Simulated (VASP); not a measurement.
# SnBr2 in VASP: single point with PBEsol

Aim: the single point of SnBr2 with PBEsol.

Everything below comes from runs of VASP 6.6.1. Logs are shortened: lines on timing, memory, paths and dates and some standing lists are left out, and cuts for length are marked.

**1. The cell of the first run**

The cell holds a slab with vacuum, 24 atoms: a = 9.966 Å, b = 8.852 Å, c = 18.959 Å, α = 90.00°, β = 90.00°, γ = 90.00°.

**2. Single point, PBEsol**

INCAR

```
ALGO = Normal
EDIFF = 1E-7
ENCUT = 520
GGA = PS
ISIF = 2
ISMEAR = -1
LASPH = T
LCHARG = T
LELF = T
LREAL = Auto
LVHAR = T
LWAVE = F
NBANDS = 130
NELM = 60
PREC = Accurate
SIGMA = 0.05
```

KPOINTS

```
k-points
0
Gamma
  1 1 1
```

POSCAR

```
SnBr2
1.0
    9.9659380000      0.0000000000      0.0000000000
    0.0000000000      8.8518340000      0.0000000000
    0.0000000000      0.0000000000     18.9593480000
Sn Br
8 16
Direct
    0.0000000000      0.0000000000      0.0527444000
    0.5000000000      0.2500000000      0.0527444000
    0.5000000000      0.0000000000      0.3338304956
    0.0000000000      0.2500000000      0.3209960277
    0.0000000000      0.5000000000      0.0527444000
    0.5000000000      0.7500000000      0.0527444000
    0.5000000000      0.5000000000      0.3338304956
    0.0000000000      0.7500000000      0.3209960277
    0.0000000000      0.0000000000      0.1892400503
    0.5000000000      0.0000000000      0.1378395622
    0.7986552000      0.2500000000      0.0527444000
    0.2013448000      0.2500000000      0.0527444000
    0.5000000000      0.0000000000      0.4661812171
    0.0000000000      0.0000000000      0.4076722807
    0.2945791624      0.2500000000      0.3265879634
    0.7054208376      0.2500000000      0.3265879634
    0.0000000000      0.5000000000      0.1892400503
    0.5000000000      0.5000000000      0.1378395622
    0.7986552000      0.7500000000      0.0527444000
    0.2013448000      0.7500000000      0.0527444000
    0.5000000000      0.5000000000      0.4661812171
    0.0000000000      0.5000000000      0.4076722807
    0.2945791624      0.7500000000      0.3265879634
    0.7054208376      0.7500000000      0.3265879634
```

Potentials or basis: VASP PAW PBE potentials, release 64 (Sn_d, Br).

The run is started by

```console
$ cat potpaw_PBE.64/Sn_d/POTCAR potpaw_PBE.64/Br/POTCAR > POTCAR
$ mpirun -np 1 vasp_gam > vasp.out
```

OUTCAR:

```text
EDIFF = 1E-7
   ENCUT = 520
   GGA = PS
   ISIF = 2
   ISMEAR = -1
   LASPH = T
   LREAL = Auto
   NELM = 60
   PREC = Accurate

 ion  position               nearest neighbor table
   1  0.000  0.000  0.053-   9 2.59  11 2.99  12 2.99  19 2.99  20 2.99
   2  0.500  0.250  0.053-  10 2.74  18 2.74  12 2.98  11 2.98
   3  0.500  0.000  0.334-  13 2.51  15 3.02  16 3.02  23 3.02  24 3.02
   4  0.000  0.250  0.321-  14 2.76  22 2.76  16 2.94  15 2.94
   5  0.000  0.500  0.053-  17 2.59  12 2.99  11 2.99  19 2.99  20 2.99
   6  0.500  0.750  0.053-  10 2.74  18 2.74  19 2.98  20 2.98
   7  0.500  0.500  0.334-  21 2.51  16 3.02  15 3.02  23 3.02  24 3.02
   8  0.000  0.750  0.321-  14 2.76  22 2.76  23 2.94  24 2.94
   9  0.000  0.000  0.189-   1 2.59
  10  0.500  0.000  0.138-   2 2.74   6 2.74
  11  0.799  0.250  0.053-   2 2.98   1 2.99   5 2.99
  12  0.201  0.250  0.053-   2 2.98   1 2.99   5 2.99
  13  0.500  0.000  0.466-   3 2.51
  14  0.000  0.000  0.408-   4 2.76   8 2.76
  15  0.295  0.250  0.327-   4 2.94   3 3.02   7 3.02
  16  0.705  0.250  0.327-   4 2.94   3 3.02   7 3.02
  17  0.000  0.500  0.189-   5 2.59
  18  0.500  0.500  0.138-   2 2.74   6 2.74
  19  0.799  0.750  0.053-   6 2.98   5 2.99   1 2.99
  20  0.201  0.750  0.053-   6 2.98   5 2.99   1 2.99
  21  0.500  0.500  0.466-   7 2.51
  22  0.000  0.500  0.408-   4 2.76   8 2.76
  23  0.295  0.750  0.327-   8 2.94   7 3.02   3 3.02
  24  0.705  0.750  0.327-   8 2.94   7 3.02   3 3.02

  LATTYP: Found a simple orthorhombic cell.
 ALAT       =     8.8518340000
 B/A-ratio  =     1.1258613752
 C/A-ratio  =     2.1418553488

  Lattice vectors:

 A1 = (   0.0000000000,  -8.8518340000,   0.0000000000)
 A2 = (   9.9659380000,   0.0000000000,   0.0000000000)
 A3 = (   0.0000000000,   0.0000000000,  18.9593480000)

Analysis of symmetry for initial positions (statically):
=====================================================================
 Subroutine PRICEL returns following result:

  LATTYP: Found a simple orthorhombic cell.
 ALAT       =     4.4259170000
 B/A-ratio  =     2.2517227503
 C/A-ratio  =     4.2837106977

  Lattice vectors:

 A1 = (   0.0000000000,  -4.4259170000,   0.0000000000)
 A2 = (   9.9659380000,   0.0000000000,   0.0000000000)
 A3 = (   0.0000000000,   0.0000000000,  18.9593480000)

   2 primitive cells build up your supercell.

 Routine SETGRP: Setting up the symmetry group for a
 simple orthorhombic supercell.

 Subroutine GETGRP returns: Found  4 space group operations
 (whereof  4 operations were pure point group operations)
 out of a pool of  8 trial point group operations.

The static configuration has the point symmetry C_2v.

Analysis of symmetry for dynamics (positions and initial velocities):
=====================================================================
 Subroutine PRICEL returns following result:

  LATTYP: Found a simple orthorhombic cell.
 ALAT       =     4.4259170000
 B/A-ratio  =     2.2517227503
 C/A-ratio  =     4.2837106977

  Lattice vectors:

 A1 = (   0.0000000000,  -4.4259170000,   0.0000000000)
 A2 = (   9.9659380000,   0.0000000000,   0.0000000000)
 A3 = (   0.0000000000,   0.0000000000,  18.9593480000)

   2 primitive cells build up your supercell.

 Routine SETGRP: Setting up the symmetry group for a
 simple orthorhombic supercell.

 Subroutine GETGRP returns: Found  4 space group operations
 (whereof  4 operations were pure point group operations)
 out of a pool of  8 trial point group operations.

The dynamic configuration has the point symmetry C_2v.

 Subroutine INISYM returns: Found  4 space group operations
 (whereof  4 operations are pure point group operations),
 and found     2 'primitive' translations

----------------------------------------------------------------------------------------

                                     Primitive cell

  volume of cell :     836.2668

  direct lattice vectors                    reciprocal lattice vectors
     0.000000000 -4.425917000  0.000000000     0.000000000 -0.225941878  0.000000000
     9.965938000  0.000000000  0.000000000     0.100341784  0.000000000  0.000000000
     0.000000000  0.000000000 18.959348000     0.000000000  0.000000000  0.052744430

  length of vectors
     4.425917000  9.965938000 18.959348000     0.225941878  0.100341784  0.052744430

  position of ions in fractional coordinates (direct lattice)
     0.000000000  0.000000000  0.052744400
     0.500000000  0.500000000  0.052744400
     0.000000000  0.500000000  0.333830496
     0.500000000  0.000000000  0.320996028
     0.000000000  0.000000000  0.189240050
     0.000000000  0.500000000  0.137839562
     0.500000000  0.798655200  0.052744400
     0.500000000  0.201344800  0.052744400
     0.000000000  0.500000000  0.466181217
     0.000000000  0.000000000  0.407672281
     0.500000000  0.294579162  0.326587963
     0.500000000  0.705420838  0.326587963

  ion indices of the primitive-cell ions
   primitive index   ion index
                 1           1
                 2           2
                 3           3
                 4           4
                 5           9
                 6          10
                 7          11
                 8          12
                 9          13
                10          14
                11          15
                12          16

----------------------------------------------------------------------------------------

 KPOINTS: k-points

Automatic generation of k-mesh.
 Grid dimensions read from file:
 generate k-points for:    1    1    1

 Generating k-lattice:

  Cartesian coordinates                     Fractional coordinates (reciprocal lattice)
     0.100341784  0.000000000  0.000000000     1.000000000  0.000000000  0.000000000
     0.000000000  0.112970939  0.000000000     0.000000000  1.000000000  0.000000000
     0.000000000  0.000000000  0.052744430     0.000000000  0.000000000  1.000000000

  Length of vectors
     0.100341784  0.112970939  0.052744430

  Shift w.r.t. Gamma in fractional coordinates (k-lattice)
     0.000000000  0.000000000  0.000000000

 Subroutine IBZKPT returns following result:
 ===========================================

 Found      1 irreducible k-points:

 Following reciprocal coordinates:
            Coordinates               Weight
  0.000000  0.000000  0.000000      1.000000
   k-points           NKPTS =      1   k-points in BZ     NKDIM =      1   number of bands    NBANDS=    130
   number of dos      NEDOS =    301   number of ions     NIONS =     24
   total plane-waves  NPLWV = 806400
   dimension x,y,z NGX =    80 NGY =   70 NGZ =  144
   dimension x,y,z NGXF=   160 NGYF=  140 NGZF=  288
   ions per type =               8  16
   NGX,Y,Z   is equivalent  to a cutoff of  13.35, 13.15, 12.63 a.u.
   NGXF,Y,Z  is equivalent  to a cutoff of  26.69, 26.29, 25.25 a.u.
 SYSTEM =  unknown system
   PREC   = accura    normal or accurate (medium, high low for compatibility)
   ISTART =      0    job   : 0-new  1-cont  2-samecut
   ICHARG =      2    charge: 1-file 2-atom 10-const
   ISPIN  =      1    spin polarized calculation?
   LNONCOLLINEAR =      F non collinear calculations
   LSORBIT =      F    spin-orbit coupling
   LASPH  =      T    aspherical Exc in radial PAW
   ENCUT  =  520.0 eV  38.22 Ry    6.18 a.u.  18.53 16.46 35.25*2*pi/ulx,y,z
   NELM   =     60;   NELMIN=  2; NELMDL= -5     # of ELM steps
   EDIFF  = 0.1E-06   stopping-criterion for ELM
   LREAL  =      T    real-space projection
   EDIFFG = 0.1E-05   stopping-criterion for IOM
   NSW    =      0    number of steps for IOM
   IBRION =     -1    ionic relax: 0-MD 1-quasi-New 2-CG
   NFREE  =      0    steps in history (QN), initial steepest desc. (CG)
   ISIF   =      2    stress and relaxation
   ISYM   =      2    0-nonsym 1-usesym 2-fastsym
   POTIM  = 0.5000    time-step for ionic-motion
   TEBEG  =    0.0;   TEEND  =   0.0 temperature during run
   PSTRESS=    0.0 pullay stress
   NELECT =     224.0000    total number of electrons
   NUPDOWN=      -1.0000    fix difference up-down
   EMIN   =  10.00;   EMAX   =-10.00  energy-range for DOS
   EFERMI =   0.00;   METHOD = LEGACY
   ISMEAR =    -1;   SIGMA  =   0.05  broadening in eV -4-tet -1-fermi 0-gaus
   EFERMI_NEDOS =   21; number of points for ismear=-14 and -15
   IALGO  =     38    algorithm
   IMIX   =      4    mixing-type and parameters
     AMIX     =   0.40;   BMIX     =  1.00
     AMIX_MAG =   1.60;   BMIX_MAG =  1.00
  volume/ion in A,a.u.               =      69.69       470.28
  Fermi-wavevector in a.u.,A,eV,Ry     =   0.837592  1.582820  9.545310  0.701560
  Thomas-Fermi vector in A             =   1.951507
   LORBIT       =      0    0 simple, 1 ext, 2 COOP (PROOUT), +10 PAW based schemes
   GGA     = PS    functional components
   LHFCALC =     F    Hartree Fock is set to
   AEXX    =    0.0000 exact exchange contribution
   IVDW    =     0    specifies the selected vdW correction
   LEPSILON=     F    determine dielectric tensor
   LRPA    =     F    only Hartree local field effects (RPA)
 non-spin polarized calculation
  energy-cutoff  :      520.00
  volume of cell :     1672.53
 maximum number of plane-waves:     22536
 NGX is ok and might be reduce to    80
   NGX = 37   NGY = 33   NGZ = 71

 number of electron     224.0000009 magnetization

 Free energy of the ion-electron system (eV)
  ---------------------------------------------------
  ext. energy  EPLUGINS =         0.00000000
  ---------------------------------------------------
  free energy    TOTEN  =       -79.08087349 eV

  energy without entropy =      -79.04452315  energy(sigma->0) =      -79.06269832

 E-fermi :  -1.6554     XC(G=0):  -4.6604

 val. band max:       -1.8102112396   @ k =   0.0000   0.0000   0.0000
 cond. band min:      -1.5013197649   @ k =   0.0000   0.0000   0.0000
 fundamental gap:      0.3088914746
 Fermi energy:        -1.6553922686

 k-point     1 :       0.0000    0.0000    0.0000
  band No.  band energies     occupation
      1     -24.1892      2.00000
      2     -24.1719      2.00000
      3     -24.1616      2.00000
      4     -24.1562      2.00000
      5     -24.1559      2.00000
      6     -24.1427      2.00000
[... 116 lines left out ...]
    123       1.2009      0.00000
    124       1.3019      0.00000
 [bands above 124 left out]

------------------------ aborting loop because EDIFF is reached ----------------------------------------

  FORCE on cell =-STRESS in cart. coord.  units (eV):
  Direction    XX          YY          ZZ          XY          YZ          ZX
  --------------------------------------------------------------------------------------
  -------------------------------------------------------------------------------------
  Total      -13.3774536      3.6534528     -0.3116628      0.0000000      0.0000000      0.0000000
  in kB      -12.8147222      3.4997679     -0.2985525      0.0000000      0.0000000      0.0000000
  external PRESSURE =      -3.2045023 kB  Pullay stress =       0.0000000 kB

 VOLUME and BASIS-vectors are now :
 -----------------------------------------------------------------------------
  energy-cutoff  :      520.00
  volume of cell :     1672.53
      direct lattice vectors                 reciprocal lattice vectors
     9.965938000  0.000000000  0.000000000     0.100341784  0.000000000  0.000000000
     0.000000000  8.851834000  0.000000000     0.000000000  0.112970939  0.000000000
     0.000000000  0.000000000 18.959348000     0.000000000  0.000000000  0.052744430

 POSITION                                       TOTAL-FORCE (eV/Angst)
 -----------------------------------------------------------------------------------
      0.00000      0.00000      1.00000         0.000000      0.000000      0.019917
      4.98297      2.21296      1.00000         0.000000      0.000000     -0.070412
      4.98297      0.00000      6.32921         0.000000     -0.000000     -0.034375
      0.00000      2.21296      6.08588         0.000000     -0.000000     -0.064911
      0.00000      4.42592      1.00000         0.000000      0.000000      0.019917
      4.98297      6.63888      1.00000         0.000000      0.000000     -0.070412
[... 16 lines left out ...]
      2.93576      6.63888      6.19189         0.019062      0.000000     -0.013414
      7.03018      6.63888      6.19189        -0.019062      0.000000     -0.013414
 -----------------------------------------------------------------------------------
    total drift:                                0.000000     -0.000000      0.038105

  FREE ENERGIE OF THE ION-ELECTRON SYSTEM (eV)
  ---------------------------------------------------
  free  energy   TOTEN  =       -79.0808734877 eV

  energy  without entropy=      -79.0445231457  energy(sigma->0) =      -79.06269832
```

Run time: 19 min. Hardware: 1 thread of Oxide Virtual Turin-like, shared host; peak memory 1.4 GiB.

What came out:

| Property | Result |
| --- | --- |
| Free energy | -79.0809 eV |
| Largest force | 0.107 eV/Å |

Forces in eV/Å, atoms in the order of the input:
```
Sn   0.000  0.000  0.020
Sn   0.000  0.000 -0.070
Sn   0.000  0.000 -0.034
Sn   0.000  0.000 -0.065
Sn   0.000  0.000  0.020
Sn   0.000  0.000 -0.070
Sn   0.000  0.000 -0.034
Sn   0.000  0.000 -0.065
Br   0.000  0.000 -0.009
Br   0.000  0.000  0.023
Br  -0.103  0.000  0.026
Br   0.103  0.000  0.026
Br   0.000  0.000  0.073
Br   0.000  0.000  0.037
Br   0.019  0.000 -0.013
Br  -0.019  0.000 -0.013
Br   0.000  0.000 -0.009
Br   0.000  0.000  0.023
Br  -0.103  0.000  0.026
Br   0.103  0.000  0.026
Br   0.000  0.000  0.073
Br   0.000  0.000  0.037
Br   0.019  0.000 -0.013
Br  -0.019  0.000 -0.013
```

Caveat: the k points lie up to 0.71 Å⁻¹ apart; the PAW data sets were made with another functional, which shifts forces and pressure a little; spin-orbit coupling is left out, which moves the levels of the heavy elements.
